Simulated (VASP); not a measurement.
# Si (P6/mmm) in VASP: further runs

Runs on Si. Level: LDA. Tasks: single point.

Program: VASP 6.6.1. These are calculated values, not measurements. Logs are shortened: lines on timing, memory, paths and dates and some standing lists are left out, and cuts for length are marked.

**1. The cell of the first run**

The structure is hexagonal, space group P6/mmm (No. 191). Conventional cell: a = 2.560 Å, b = 2.560 Å, c = 2.404 Å, α = 90.00°, β = 90.00°, γ = 120.00°. Within 3.2 Å of Si (site symmetry 6/mmm) lie 8 Si at 2.40 to 2.56 Å.

**2. Single point, LDA**

File INCAR:

```
PREC = Accurate
ENCUT = 520
EDIFF = 1E-6
ISMEAR = -1
SIGMA = 0.1
LREAL = False
LASPH = True
NELM = 60
ALGO = Normal
ISIF = 2
LWAVE = False
LCHARG = True
GGA = CA
LELF = True
LVHAR = True
NBANDS = 8
```

File KPOINTS:

```
regular mesh
0
Gamma
  13 13 12
```

File POSCAR:

```
Si
1.0
    2.5602538135      0.0000000000      0.0000000000
   -1.2801269067      2.2172448473      0.0000000000
    0.0000000000      0.0000000000      2.4042272653
Si
1
Direct
    0.0000000000      0.0000000000      0.0000000000
```

Potentials or basis: VASP PAW LDA potentials, release 64 (Si).

Command:

```bash
$ cat potpaw_LDA.64/Si/POTCAR > POTCAR
$ mpirun -np 1 vasp_std > vasp.out
```

OUTCAR:

```text
PREC = Accurate
   ENCUT = 520
   EDIFF = 1E-6
   ISMEAR = -1
   LREAL = False
   LASPH = True
   NELM = 60
   ISIF = 2
   GGA = CA

 ion  position               nearest neighbor table
   1  0.000  0.000  0.000-

  LATTYP: Found a hexagonal cell.
 ALAT       =     2.5602538135
 C/A-ratio  =     0.9390581717

  Lattice vectors:

 A1 = (   2.5602538135,   0.0000000000,   0.0000000000)
 A2 = (  -1.2801269067,   2.2172448473,   0.0000000000)
 A3 = (   0.0000000000,   0.0000000000,   2.4042272653)

Analysis of symmetry for initial positions (statically):
=====================================================================
 Subroutine PRICEL returns:
 Original cell was already a primitive cell.

 Routine SETGRP: Setting up the symmetry group for a
 hexagonal supercell.

 Subroutine GETGRP returns: Found 24 space group operations
 (whereof 24 operations were pure point group operations)
 out of a pool of 24 trial point group operations.

The static configuration has the point symmetry D_6h.

Analysis of symmetry for dynamics (positions and initial velocities):
=====================================================================
 Subroutine PRICEL returns:
 Original cell was already a primitive cell.

 Routine SETGRP: Setting up the symmetry group for a
 hexagonal supercell.

 Subroutine GETGRP returns: Found 24 space group operations
 (whereof 24 operations were pure point group operations)
 out of a pool of 24 trial point group operations.

The dynamic configuration has the point symmetry D_6h.

 Subroutine INISYM returns: Found 24 space group operations
 (whereof 24 operations are pure point group operations),
 and found     1 'primitive' translations

----------------------------------------------------------------------------------------

                                     Primitive cell

  volume of cell :      13.6481

  direct lattice vectors                    reciprocal lattice vectors
     2.560253814  0.000000000  0.000000000     0.390586275  0.225505091  0.000000000
    -1.280126907  2.217244847  0.000000000     0.000000000  0.451010181  0.000000000
     0.000000000  0.000000000  2.404227265     0.000000000  0.000000000  0.415934057

  length of vectors
     2.560253814  2.560253818  2.404227265     0.451010182  0.451010181  0.415934057
[... 77 lines left out ...]
   ENCUT  =  520.0 eV  38.22 Ry    6.18 a.u.   4.76  4.76  4.47*2*pi/ulx,y,z
   NELM   =     60;   NELMIN=  2; NELMDL= -5     # of ELM steps
   EDIFF  = 0.1E-05   stopping-criterion for ELM
   LREAL  =      F    real-space projection
   EDIFFG = 0.1E-04   stopping-criterion for IOM
   NSW    =      0    number of steps for IOM
   IBRION =     -1    ionic relax: 0-MD 1-quasi-New 2-CG
   NFREE  =      0    steps in history (QN), initial steepest desc. (CG)
   ISIF   =      2    stress and relaxation
   ISYM   =      2    0-nonsym 1-usesym 2-fastsym
   POTIM  = 0.5000    time-step for ionic-motion
   TEBEG  =    0.0;   TEEND  =   0.0 temperature during run
   PSTRESS=    0.0 pullay stress
   NELECT =       4.0000    total number of electrons
   NUPDOWN=      -1.0000    fix difference up-down
   EMIN   =  10.00;   EMAX   =-10.00  energy-range for DOS
   EFERMI =   0.00;   METHOD = LEGACY
   ISMEAR =    -1;   SIGMA  =   0.10  broadening in eV -4-tet -1-fermi 0-gaus
   EFERMI_NEDOS =   21; number of points for ismear=-14 and -15
   IALGO  =     38    algorithm
   IMIX   =      4    mixing-type and parameters
     AMIX     =   0.40;   BMIX     =  1.00
     AMIX_MAG =   1.60;   BMIX_MAG =  1.00
  volume/ion in A,a.u.               =      13.65        92.10
  Fermi-wavevector in a.u.,A,eV,Ry     =   1.087437  2.054958 16.089150  1.182519
  Thomas-Fermi vector in A             =   2.223596
   LORBIT       =      0    0 simple, 1 ext, 2 COOP (PROOUT), +10 PAW based schemes
   GGA     = CA    functional components
   LHFCALC =     F    Hartree Fock is set to
   AEXX    =    0.0000 exact exchange contribution
   IVDW    =     0    specifies the selected vdW correction
   LEPSILON=     F    determine dielectric tensor
   LRPA    =     F    only Hartree local field effects (RPA)
 non-spin polarized calculation
  energy-cutoff  :      520.00
  volume of cell :       13.65
 maximum number of plane-waves:       393
 NGX is ok and might be reduce to    20
   NGX =  9   NGY =  9   NGZ =  9

 number of electron       4.0000000 magnetization

 Free energy of the ion-electron system (eV)
  ---------------------------------------------------
  ext. energy  EPLUGINS =         0.00000000
  ---------------------------------------------------
  free energy    TOTEN  =        -5.71832071 eV

  energy without entropy =       -5.70438310  energy(sigma->0) =       -5.71135190

 E-fermi :  10.6468     XC(G=0): -11.4411

 val. band max:       10.6195117334   @ k =   0.3846   0.2308   0.3333
 cond. band min:      10.7369622465   @ k =   0.3846   0.0769   0.5000
 fundamental gap:      0.1174505131
 Fermi energy:        10.6467790180

 k-point     1 :       0.0000    0.0000    0.0000
  band No.  band energies     occupation
      1      -4.1196      2.00000
      2      18.2269      0.00000
      3      19.1511      0.00000
      4      21.6034      0.00000
      5      21.6034      0.00000
      6      23.1384      0.00000
      7      23.1384      0.00000
      8      28.8145      0.00000
[... 243 lines left out ...]
 k-point    24 :       0.1538    0.0000    0.0833
  band No.  band energies     occupation
      1      -3.2544      2.00000
      2      14.8927      0.00000
      3      17.2739      0.00000
      4      19.1507      0.00000
      5      21.2036      0.00000
      6      24.7987      0.00000
      7      27.0382      0.00000
      8      32.4321      0.00000

 [... further k-points ...]

------------------------ aborting loop because EDIFF is reached ----------------------------------------

  FORCE on cell =-STRESS in cart. coord.  units (eV):
  Direction    XX          YY          ZZ          XY          YZ          ZX
  --------------------------------------------------------------------------------------
  -------------------------------------------------------------------------------------
  Total        0.6199059      0.6199059      1.0337474      0.0000000     -0.0000000      0.0000000
  in kB       72.7719689     72.7719692    121.3536468      0.0000000     -0.0000000      0.0000000
  external PRESSURE =      88.9658616 kB  Pullay stress =       0.0000000 kB

 VOLUME and BASIS-vectors are now :
 -----------------------------------------------------------------------------
  energy-cutoff  :      520.00
  volume of cell :       13.65
      direct lattice vectors                 reciprocal lattice vectors
     2.560253814  0.000000000  0.000000000     0.390586275  0.225505091  0.000000000
    -1.280126907  2.217244847  0.000000000     0.000000000  0.451010181  0.000000000
     0.000000000  0.000000000  2.404227265     0.000000000  0.000000000  0.415934057

 POSITION                                       TOTAL-FORCE (eV/Angst)
 -----------------------------------------------------------------------------------
      0.00000      0.00000      0.00000         0.000000      0.000000      0.000000
 -----------------------------------------------------------------------------------
    total drift:                               -0.000000     -0.000000      0.000000

  FREE ENERGIE OF THE ION-ELECTRON SYSTEM (eV)
  ---------------------------------------------------
  free  energy   TOTEN  =        -5.7183207054 eV

  energy  without entropy=       -5.7043831015  energy(sigma->0) =       -5.71135190
```

stdout:

```text
POSCAR found type information on POSCAR Si
 POSCAR found :  1 types and       1 ions
 scaLAPACK will be used
 LDA part: xc-table for (Slater(with rela. corr.)+CA(PZ))
 , standard interpolation
 POSCAR, INCAR and KPOINTS ok, starting setup
 FFT: planning ... GRIDC
 FFT: planning ... GRID_SOFT
 FFT: planning ... GRID
 WAVECAR not read
 entering main loop
```

It took 4.7 s on 1 thread of Intel Xeon 6975P-C (Granite Rapids), shared host; peak memory 0.12 GiB.

What came out:

```yaml
Free_energy: -5.7183 eV
Pressure: 8.9 GPa
Band_gap_on_the_k_mesh: zero (band 2 reaches 18.23 eV, above the bottom of band 3 at 6.47 eV)
```

Levels at points of the mesh, in eV from the Fermi level:
| k point | band 1 | band 2 | band 3 | band 4 | band 5 | band 6 |
| --- | --- | --- | --- | --- | --- | --- |
| (0.00, 0.00, 0.00) | -14.77 | 7.58 | 8.50 | 10.96 | 10.96 | 12.49 |
| (0.00, 0.00, 0.50) | -9.50 | -7.70 | 14.89 | 14.89 | 15.39 | 15.39 |

**3. Single point, LDA**

This run uses another cell than the first one, of 14.17 Å³/atom, 1.038 times its volume.

File INCAR:

```
SYSTEM = Si
ALGO = Normal
EDIFF = 1E-7
ENCUT = 520
ISIF = 2
ISMEAR = -1
LASPH = .TRUE.
LCHARG = .TRUE.
LELF = .TRUE.
LREAL = .FALSE.
LVHAR = .TRUE.
LWAVE = .FALSE.
NBANDS = 8
NELM = 60
PREC = Accurate
SIGMA = 0.1
```

File KPOINTS:

```
k-points
0
G
  13 13 12
  0 0 0
```

File POSCAR:

```
Si
1.0
    2.5926655304      0.0000000000      0.0000000000
   -1.2963327652      2.2453142176      0.0000000000
    0.0000000000      0.0000000000      2.4346637529
Si
1
Direct
    0.0000000000      0.0000000000      0.0000000000
```

Potentials or basis: VASP PAW LDA potentials, release 64 (Si).

Command:

```bash
$ cat potpaw_LDA.64/Si/POTCAR > POTCAR
$ mpirun -np 1 vasp_std > vasp.out
```

It took 5.2 s on 1 thread of Intel Xeon 6975P-C (Granite Rapids), shared host; peak memory 0.12 GiB.

Results (log left out):

| Quantity | Value |
| --- | --- |
| Free energy | -5.7385 eV |
| Pressure | 3.6 GPa |
| Band gap on the k mesh | zero (band 2 reaches 17.69 eV, above the bottom of band 3 at 6.13 eV) |

Stress tensor (GPa, compression positive):
```
2.35 0.00 0.00
0.00 2.35 0.00
0.00 0.00 6.04
```

Levels at points of the mesh, in eV from the Fermi level:
| k point | band 1 | band 2 | band 3 | band 4 | band 5 | band 6 | band 7 |
| --- | --- | --- | --- | --- | --- | --- | --- |
| (0.00, 0.00, 0.00) | -14.41 | 7.56 | 8.24 | 10.54 | 10.54 | 12.35 | 12.35 |
| (0.00, 0.00, 0.50) | -9.33 | -7.42 | 14.27 | 14.27 | 15.16 | 15.16 | 16.67 |
